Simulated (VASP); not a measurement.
# Mg (P6_3/mmc) in VASP: single point with PBEsol

Aim: the single point of Mg with PBEsol.

Program: VASP 6.6.1. These are calculated values, not measurements. Logs are shortened: lines on timing, memory, paths and dates and some standing lists are left out, and cuts for length are marked.

## Step 1: The cell of the first run

It takes space group P6_3/mmc (No. 194, hexagonal). The conventional cell has a = 3.486 Å, b = 3.486 Å, c = 4.178 Å, α = 90.00°, β = 90.00°, γ = 120.00°. Mg (site symmetry -6m2) has 12 Mg at 2.90 to 3.49 Å within 3.8 Å.

## Step 2: Single point, PBEsol

INCAR reads:

```
SYSTEM = Mg
  PREC = Accurate
  ENCUT = 520
  EDIFF = 1E-6
  ISMEAR = -1
  SIGMA = 0.1
  LREAL = .False.
  LASPH = .True.
  NELM = 80
  ALGO = Normal
  ISIF = 2
  LWAVE = .False.
  LCHARG = .False.
  GGA = PS
  NBANDS = 9
```

KPOINTS reads:

```
Automatic mesh
0
Gamma
  6 6 4
  0 0 0
```

POSCAR reads:

```
Mg
1.0
    3.4863780000      0.0000000000      0.0000000000
   -1.7431890000      3.0192920000      0.0000000000
    0.0000000000      0.0000000000      4.1780410000
Mg
2
Direct
    0.6666666667      0.3333333333      0.7500000000
    0.3333333333      0.6666666667      0.2500000000
```

Potentials or basis: VASP PAW PBE potentials, release 64 (Mg).

Started as:

```bash
cat potpaw_PBE.64/Mg/POTCAR > POTCAR
mpirun -np 1 vasp_std > vasp.out
```

OUTCAR:

```text
SYSTEM = Mg
   PREC = Accurate
   ENCUT = 520
   EDIFF = 1E-6
   ISMEAR = -1
   LREAL = .False.
   LASPH = .True.
   NELM = 80
   ISIF = 2
   GGA = PS

 ion  position               nearest neighbor table
   1  0.667  0.333  0.750-   2 2.90   2 2.90   2 2.90   2 2.90   2 2.90   2 2.90
   2  0.333  0.667  0.250-   1 2.90   1 2.90   1 2.90   1 2.90   1 2.90   1 2.90

  LATTYP: Found a hexagonal cell.
 ALAT       =     3.4863780000
 C/A-ratio  =     1.1983901344

  Lattice vectors:

 A1 = (   3.4863780000,   0.0000000000,   0.0000000000)
 A2 = (  -1.7431890000,   3.0192920000,   0.0000000000)
 A3 = (   0.0000000000,   0.0000000000,   4.1780410000)

Analysis of symmetry for initial positions (statically):
=====================================================================
 Subroutine PRICEL returns:
 Original cell was already a primitive cell.

 Routine SETGRP: Setting up the symmetry group for a
 hexagonal supercell.

 Subroutine GETGRP returns: Found 24 space group operations
 (whereof 12 operations were pure point group operations)
 out of a pool of 24 trial point group operations.

The static configuration has the point symmetry D_3d.
 The point group associated with its full space group is D_6h.

Analysis of symmetry for dynamics (positions and initial velocities):
=====================================================================
 Subroutine PRICEL returns:
 Original cell was already a primitive cell.

 Routine SETGRP: Setting up the symmetry group for a
 hexagonal supercell.

 Subroutine GETGRP returns: Found 24 space group operations
 (whereof 12 operations were pure point group operations)
 out of a pool of 24 trial point group operations.

The dynamic configuration has the point symmetry D_3d.
 The point group associated with its full space group is D_6h.

 Subroutine INISYM returns: Found 24 space group operations
 (whereof 12 operations are pure point group operations),
 and found     1 'primitive' translations

----------------------------------------------------------------------------------------

                                     Primitive cell

  volume of cell :      43.9797

  direct lattice vectors                    reciprocal lattice vectors
     3.486378000  0.000000000  0.000000000     0.286830631  0.165601737  0.000000000
    -1.743189000  3.019292000  0.000000000     0.000000000  0.331203474  0.000000000
     0.000000000  0.000000000  4.178041000     0.000000000  0.000000000  0.239346622

  length of vectors
     3.486378000  3.486378073  4.178041000     0.331203481  0.331203474  0.239346622

  position of ions in fractional coordinates (direct lattice)
     0.666666667  0.333333333  0.750000000
     0.333333333  0.666666667  0.250000000

  ion indices of the primitive-cell ions
   primitive index   ion index
                 1           1
                 2           2

----------------------------------------------------------------------------------------

 KPOINTS: Automatic mesh

Automatic generation of k-mesh.
 Grid dimensions read from file:
 generate k-points for:    6    6    4

 Generating k-lattice:

  Cartesian coordinates                     Fractional coordinates (reciprocal lattice)
     0.047805105  0.027600290  0.000000000     0.166666667 -0.000000000  0.000000000
     0.000000000  0.055200579  0.000000000     0.000000000  0.166666667  0.000000000
     0.000000000  0.000000000  0.059836656     0.000000000  0.000000000  0.250000000

  Length of vectors
     0.055200580  0.055200579  0.059836656

  Shift w.r.t. Gamma in fractional coordinates (k-lattice)
     0.000000000  0.000000000  0.000000000

 Subroutine IBZKPT returns following result:
 ===========================================

 Found     21 irreducible k-points:

 Following reciprocal coordinates:
            Coordinates               Weight
  0.000000  0.000000  0.000000      1.000000
  0.166667  0.000000  0.000000      6.000000
  0.333333  0.000000  0.000000      6.000000
  0.500000  0.000000  0.000000      3.000000
  0.166667  0.166667  0.000000      6.000000
  0.333333  0.166667  0.000000     12.000000
[... 13 lines left out ...]
  0.333333  0.166667  0.500000     12.000000
  0.333333  0.333333  0.500000      2.000000
   k-points           NKPTS =     21   k-points in BZ     NKDIM =     21   number of bands    NBANDS=      9
   number of dos      NEDOS =    301   number of ions     NIONS =      2
   total plane-waves  NPLWV =  25088
   dimension x,y,z NGX =    28 NGY =   28 NGZ =   32
   dimension x,y,z NGXF=    56 NGYF=   56 NGZF=   64
   ions per type =               2
   NGX,Y,Z   is equivalent  to a cutoff of  13.35, 13.35, 12.73 a.u.
   NGXF,Y,Z  is equivalent  to a cutoff of  26.70, 26.70, 25.47 a.u.
 SYSTEM =  Mg
   PREC   = accura    normal or accurate (medium, high low for compatibility)
   ISTART =      0    job   : 0-new  1-cont  2-samecut
   ICHARG =      2    charge: 1-file 2-atom 10-const
   ISPIN  =      1    spin polarized calculation?
   LNONCOLLINEAR =      F non collinear calculations
   LSORBIT =      F    spin-orbit coupling
   LASPH  =      T    aspherical Exc in radial PAW
   ENCUT  =  520.0 eV  38.22 Ry    6.18 a.u.   6.48  6.48  7.77*2*pi/ulx,y,z
   NELM   =     80;   NELMIN=  2; NELMDL= -5     # of ELM steps
   EDIFF  = 0.1E-05   stopping-criterion for ELM
   LREAL  =      F    real-space projection
   EDIFFG = 0.1E-04   stopping-criterion for IOM
   NSW    =      0    number of steps for IOM
   IBRION =     -1    ionic relax: 0-MD 1-quasi-New 2-CG
   NFREE  =      0    steps in history (QN), initial steepest desc. (CG)
   ISIF   =      2    stress and relaxation
   ISYM   =      2    0-nonsym 1-usesym 2-fastsym
   POTIM  = 0.5000    time-step for ionic-motion
   TEBEG  =    0.0;   TEEND  =   0.0 temperature during run
   PSTRESS=    0.0 pullay stress
   NELECT =       4.0000    total number of electrons
   NUPDOWN=      -1.0000    fix difference up-down
   EMIN   =  10.00;   EMAX   =-10.00  energy-range for DOS
   EFERMI =   0.00;   METHOD = LEGACY
   ISMEAR =    -1;   SIGMA  =   0.10  broadening in eV -4-tet -1-fermi 0-gaus
   EFERMI_NEDOS =   21; number of points for ismear=-14 and -15
   IALGO  =     38    algorithm
   IMIX   =      4    mixing-type and parameters
     AMIX     =   0.40;   BMIX     =  1.00
     AMIX_MAG =   1.60;   BMIX_MAG =  1.00
  volume/ion in A,a.u.               =      21.99       148.39
  Fermi-wavevector in a.u.,A,eV,Ry     =   0.736225  1.391264  7.374734  0.542028
  Thomas-Fermi vector in A             =   1.829613
   LORBIT       =      0    0 simple, 1 ext, 2 COOP (PROOUT), +10 PAW based schemes
   GGA     = PS    functional components
   LHFCALC =     F    Hartree Fock is set to
   AEXX    =    0.0000 exact exchange contribution
   IVDW    =     0    specifies the selected vdW correction
   LEPSILON=     F    determine dielectric tensor
   LRPA    =     F    only Hartree local field effects (RPA)
 non-spin polarized calculation
  energy-cutoff  :      520.00
  volume of cell :       43.98
 maximum number of plane-waves:      1204
 NGX is ok and might be reduce to    28
   NGX = 13   NGY = 13   NGZ = 15

 number of electron       4.0000000 magnetization

 Free energy of the ion-electron system (eV)
  ---------------------------------------------------
  ext. energy  EPLUGINS =         0.00000000
  ---------------------------------------------------
  free energy    TOTEN  =        -3.16872100 eV

  energy without entropy =       -3.15919856  energy(sigma->0) =       -3.16395978

 E-fermi :   3.0562     XC(G=0):  -8.6548

 val. band max:        2.7303217326   @ k =   0.3333   0.0000   0.0000
 cond. band min:       3.3273403484   @ k =   0.3333   0.3333   0.5000
 fundamental gap:      0.5970186158
 Fermi energy:         3.0561849260

 k-point     1 :       0.0000    0.0000    0.0000
  band No.  band energies     occupation
      1      -4.3120      2.00000
      2       3.3946      0.06561
      3       4.5596      0.00000
      4      10.3925      0.00000
      5      10.3925      0.00000
      6      10.9126      0.00000
      7      10.9126      0.00000
      8      13.1235      0.00000
      9      13.7266      0.00000

 k-point     2 :       0.1667    0.0000    0.0000
  band No.  band energies     occupation
      1      -3.8541      2.00000
      2       3.7952      0.00123
      3       4.8302      0.00000
      4       6.9052      0.00000
      5       8.6584      0.00000
      6       9.9917      0.00000
      7      13.3868      0.00000
      8      13.4583      0.00000
      9      15.1248      0.00000

 k-point     3 :       0.3333    0.0000    0.0000
  band No.  band energies     occupation
      1      -2.4949      2.00000
      2       2.7303      1.92596
      3       4.9976      0.00000
      4       6.3256      0.00000
      5       7.4863      0.00000
      6       8.8331      0.00000
      7       9.8675      0.00000
      8      12.4830      0.00000
      9      13.8813      0.00000

 k-point     4 :       0.5000    0.0000    0.0000
  band No.  band energies     occupation
      1      -0.4191      2.00000
      2      -0.1142      2.00000
      3       6.7758      0.00000
      4       7.0736      0.00000
      5       7.0966      0.00000
      6       7.2873      0.00000
      7       8.7640      0.00000
      8      10.5912      0.00000
      9      13.4559      0.00000
[... 169 lines left out ...]
 k-point    19 :       0.1667    0.1667    0.5000
  band No.  band energies     occupation
      1      -0.8463      2.00000
      2      -0.8463      2.00000
      3       6.5471      0.00000
      4       6.5471      0.00000
      5       7.3718      0.00000
      6       7.3718      0.00000
      7      13.9556      0.00000
      8      13.9556      0.00000
      9      14.5801      0.00000

 k-point    20 :       0.3333    0.1667    0.5000
  band No.  band energies     occupation
      1       0.8737      2.00000
      2       0.8737      2.00000
      3       3.5615      0.01270
      4       3.5615      0.01270
      5       6.2117      0.00000
      6       6.2117      0.00000
      7      13.6742      0.00000
      8      13.6742      0.00000
      9      17.0165      0.00000

 k-point    21 :       0.3333    0.3333    0.5000
  band No.  band energies     occupation
      1       2.3786      1.99772
      2       2.3786      1.99772
      3       3.3273      0.12459
      4       3.3273      0.12459
      5       3.7176      0.00268
      6       3.7176      0.00268
      7      17.2428      0.00000
      8      17.2438      0.00000
      9      17.6380      0.00000

------------------------ aborting loop because EDIFF is reached ----------------------------------------

  FORCE on cell =-STRESS in cart. coord.  units (eV):
  Direction    XX          YY          ZZ          XY          YZ          ZX
  --------------------------------------------------------------------------------------
  -------------------------------------------------------------------------------------
  Total        0.1091152      0.1091152      2.4087174      0.0000000      0.0000000     -0.0000000
  in kB        3.9750598      3.9750600     87.7493977      0.0000000      0.0000000     -0.0000000
  external PRESSURE =      31.8998392 kB  Pullay stress =       0.0000000 kB

 VOLUME and BASIS-vectors are now :
 -----------------------------------------------------------------------------
  energy-cutoff  :      520.00
  volume of cell :       43.98
      direct lattice vectors                 reciprocal lattice vectors
     3.486378000  0.000000000  0.000000000     0.286830631  0.165601737  0.000000000
    -1.743189000  3.019292000  0.000000000     0.000000000  0.331203474  0.000000000
     0.000000000  0.000000000  4.178041000     0.000000000  0.000000000  0.239346622

 POSITION                                       TOTAL-FORCE (eV/Angst)
 -----------------------------------------------------------------------------------
      1.74319      1.00643      3.13353         0.000000     -0.000000      0.000000
     -0.00000      2.01286      1.04451        -0.000000      0.000000      0.000000
 -----------------------------------------------------------------------------------
    total drift:                               -0.000000      0.000000     -0.000000

  FREE ENERGIE OF THE ION-ELECTRON SYSTEM (eV)
  ---------------------------------------------------
  free  energy   TOTEN  =        -3.1687210021 eV

  energy  without entropy=       -3.1591985597  energy(sigma->0) =       -3.16395978
```

Run time: 6 s. Hardware: 1 thread of Intel Xeon Platinum 8259CL at 2.50GHz (Skylake/Cascade Lake), shared host; peak memory 0.16 GiB.

What came out:

```
Free energy            : -3.1687 eV
Pressure               : 3.2 GPa
Band gap on the k mesh : zero (band 2 reaches 4.41 eV, above the bottom of band 3 at 1.33 eV)
```

Caveat: the k points lie up to 0.38 Å⁻¹ apart; the PAW data sets were made with another functional, which shifts forces and pressure a little.
